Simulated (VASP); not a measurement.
# BiTe (P4/nmm) in VASP: a series of runs, part 2 of 2

VASP 6.6.1. The steps go on from the part before.

**3. Relaxation of shape and atoms at fixed volume, PBE (34.10 Å³/atom)**

This run uses another cell than the first one, of 34.10 Å³/atom.

File INCAR:

```
PREC     = Accurate       # precision mode
ENCUT    = 600            # plane-wave cutoff, eV
EDIFF    = 1E-7           # SCF threshold, eV
ISMEAR   = 0              # smearing method
SIGMA    = 0.05           # smearing width, eV
LREAL    = F              # projectors in reciprocal space
LASPH    = T              # aspherical terms in the spheres
NELM     = 80             # most SCF steps
ALGO     = Normal         # electronic algorithm
ISIF     = 4              # what is computed and relaxed
LWAVE    = F              # write WAVECAR
LCHARG   = F              # write CHGCAR
GGA      = PE             # functional
IBRION   = 2              # ionic algorithm
NSW      = 60             # ionic steps
EDIFFG   = -0.01          # ionic threshold
```

File KPOINTS:

```
regular mesh
0
Gamma
  6 6 8
```

File POSCAR:

```
BiTe
1.0
    5.6787139941      0.0000000000      0.0000000000
    0.0000000000      5.6787139941      0.0000000000
    0.0000000000      0.0000000000      4.2297616340
Bi Te
2 2
Direct
    0.5000000000      0.0000000000      0.3410190190
    0.0000000000      0.5000000000      0.6589809810
    0.0000000000      0.0000000000      0.0000000000
    0.5000000000      0.5000000000      0.0000000000
```

Potentials or basis: VASP PAW PBE potentials, release 64 (Bi_d, Te).

Command:

```console
$ cat potpaw_PBE.64/Bi_d/POTCAR potpaw_PBE.64/Te/POTCAR > POTCAR
$ mpirun -np 1 vasp_std > vasp.out
```

OUTCAR:

```text
PREC = Accurate
   ENCUT = 600
   EDIFF = 1E-7
   ISMEAR = 0
   LREAL = F
   LASPH = T
   NELM = 80
   ISIF = 4
   GGA = PE
   IBRION = 2
   NSW = 60
   EDIFFG = -0.01

 ion  position               nearest neighbor table
   1  0.500  0.000  0.341-   3 3.18   4 3.18   4 3.18   3 3.18
   2  0.000  0.500  0.659-   3 3.18   4 3.18   3 3.18   4 3.18
   3  0.000  0.000  0.000-   1 3.18   2 3.18   2 3.18   1 3.18
   4  0.500  0.500  0.000-   1 3.18   2 3.18   1 3.18   2 3.18

  LATTYP: Found a simple tetragonal cell.
 ALAT       =     5.6787139941
 C/A-ratio  =     0.7448449840

  Lattice vectors:

 A1 = (   5.6787139941,   0.0000000000,   0.0000000000)
 A2 = (   0.0000000000,   5.6787139941,   0.0000000000)
 A3 = (   0.0000000000,   0.0000000000,   4.2297616340)

Analysis of symmetry for initial positions (statically):
=====================================================================
 Subroutine PRICEL returns:
 Original cell was already a primitive cell.

 Routine SETGRP: Setting up the symmetry group for a
 simple tetragonal supercell.
[... 178 lines left out ...]

  FORCE on cell =-STRESS in cart. coord.  units (eV):
  Direction    XX          YY          ZZ          XY          YZ          ZX
  --------------------------------------------------------------------------------------
  -------------------------------------------------------------------------------------
  Total       -1.1991513     -1.1991513     -0.9499403      0.0000000      0.0000000      0.0000000
  in kB      -14.0853830    -14.0853830    -11.1581190      0.0000000      0.0000000      0.0000000
  external PRESSURE =     -13.1096283 kB  Pullay stress =       0.0000000 kB
[... 253 lines left out ...]
--------------------------------------- Ionic step        8  -------------------------------------------

 number of electron      42.0000005 magnetization

 Free energy of the ion-electron system (eV)
  ---------------------------------------------------
  ext. energy  EPLUGINS =         0.00000000
  ---------------------------------------------------
  free energy    TOTEN  =       -13.93787335 eV

  energy without entropy =      -13.93450811  energy(sigma->0) =      -13.93619073

 E-fermi :   6.6829     XC(G=0):  -9.4591

 val. band max:        6.6460657853   @ k =   0.5000   0.3333   0.0000
 cond. band min:       6.6897847699   @ k =   0.5000   0.0000   0.5000
 fundamental gap:      0.0437189845
 Fermi energy:         6.6828797250

 k-point     1 :       0.0000    0.0000    0.0000
  band No.  band energies     occupation
      1     -16.7934      2.00000
      2     -16.7897      2.00000
      3     -16.7778      2.00000
      4     -16.7681      2.00000
      5     -16.7474      2.00000
      6     -16.7474      2.00000
[... 661 lines left out ...]
     24       7.9195      0.00000
     25       8.4650      0.00000

 [... further k-points ...]

------------------------ aborting loop because EDIFF is reached ----------------------------------------

  FORCE on cell =-STRESS in cart. coord.  units (eV):
  Direction    XX          YY          ZZ          XY          YZ          ZX
  --------------------------------------------------------------------------------------
  -------------------------------------------------------------------------------------
  Total       -0.6214701     -0.6214701     -0.5928724      0.0000000      0.0000000      0.0000000
  in kB       -7.2998663     -7.2998663     -6.9639540      0.0000000      0.0000000      0.0000000
  external PRESSURE =      -7.1878955 kB  Pullay stress =       0.0000000 kB
[... 19 lines left out ...]
  FREE ENERGIE OF THE ION-ELECTRON SYSTEM (eV)
  ---------------------------------------------------
  free  energy   TOTEN  =       -13.9378733528 eV

  energy  without entropy=      -13.9345081123  energy(sigma->0) =      -13.93619073

 reached required accuracy - stopping structural energy minimisation
```

OSZICAR:

```text
N       E                     dE             d eps       ncg     rms          rms(c)
DAV:   1     0.408649462300E+03    0.40865E+03   -0.21756E+04  2500   0.187E+03
DAV:   2     0.272358154543E+02   -0.38141E+03   -0.37689E+03  2600   0.455E+02
DAV:   3    -0.124707360648E+02   -0.39707E+02   -0.39285E+02  3175   0.156E+02
[... 70 lines left out ...]
DAV:   2    -0.139379996866E+02   -0.36848E-03   -0.69953E-03  3605   0.709E-01    0.586E-02
DAV:   3    -0.139378748149E+02    0.12487E-03   -0.26054E-04  3345   0.122E-01    0.152E-02
DAV:   4    -0.139378729900E+02    0.18249E-05   -0.44541E-05  3193   0.480E-02    0.514E-03
DAV:   5    -0.139378732715E+02   -0.28145E-06   -0.26335E-06  2986   0.127E-02    0.176E-03
DAV:   6    -0.139378733528E+02   -0.81313E-07   -0.10936E-07  1655   0.298E-03
   8 F= -.13937873E+02 E0= -.13936191E+02  d E =-.109940E-02
```

Run time: 10 min. Hardware: 1 thread of AMD EPYC 9R45 (Zen 5), shared host; peak memory 0.38 GiB.

Results:

```yaml
Free_energy: -13.9379 eV
Energy_gained_by_relaxing: 1.2 meV/atom
Ionic_steps: 8
Pressure_after_relaxing: -0.7 GPa
Largest_force_after_relaxing: 0.008 eV/Å
Band_gap_on_the_k_mesh: zero (bands 21 and 22 overlap by 2.59 eV)
```

Forces on the atoms (eV/Å):
```
Bi   0.000  0.000 -0.008
Bi   0.000  0.000  0.008
Te   0.000  0.000  0.000
Te   0.000  0.000  0.000
```

The path:
| step | energy change (eV) | largest force (eV/Å) | pressure (GPa) | volume (Å³) |
| --- | --- | --- | --- | --- |
| 1 | 0.0000 | 0.0933 | -1.31 | 136.40 |
| 2 | -0.0012 | 0.0832 | -1.22 | 136.40 |
| 3 | -0.0030 | 0.0638 | -1.06 | 136.40 |
| 4 | -0.0034 | 0.0194 | -0.71 | 136.40 |
| 5 | -0.0038 | 0.0392 | -0.87 | 136.40 |
| 6 | -0.0044 | 0.0254 | -0.83 | 136.40 |
| 7 | -0.0049 | 0.0109 | -0.75 | 136.40 |
| 8 | -0.0049 | 0.0082 | -0.72 | 136.40 |

Final structure:
```
CELL_PARAMETERS angstrom
5.66233 0.00000 0.00000
0.00000 5.66233 0.00000
0.00000 0.00000 4.25428
ATOMIC_POSITIONS crystal
Bi 0.50000 0.00000 0.33069
Bi 0.00000 0.50000 0.66931
Te 0.00000 0.00000 0.00000
Te 0.50000 0.50000 0.00000
```

Levels at points of the mesh, in eV from the Fermi level:
```tsv
k point	band 18	band 19	band 20	band 21	band 22	band 23	band 24	band 25
(0.00, 0.00, 0.00)	-2.82	-2.08	-0.89	-0.33	1.22	2.66	2.66	2.69
(0.50, 0.00, 0.00)	-2.39	-1.85	-1.85	0.06	0.06	1.68	1.68	2.78
(0.50, 0.50, 0.00)	-2.18	-1.05	-1.05	-0.88	-0.88	0.60	0.60	1.22
(0.00, 0.00, 0.50)	-2.88	-2.78	-2.78	-1.13	-1.02	-0.42	-0.42	1.80
(0.50, 0.00, 0.50)	-3.56	-3.02	-3.02	0.01	0.01	0.66	0.66	1.93
(0.50, 0.50, 0.50)	-4.80	-0.79	-0.79	1.04	1.04	1.87	1.87	2.08
```

Caveat: spin-orbit coupling is left out, which moves the levels of the heavy elements.

The gap in the log of VASP goes by the Fermi energy; the results here count the filled bands.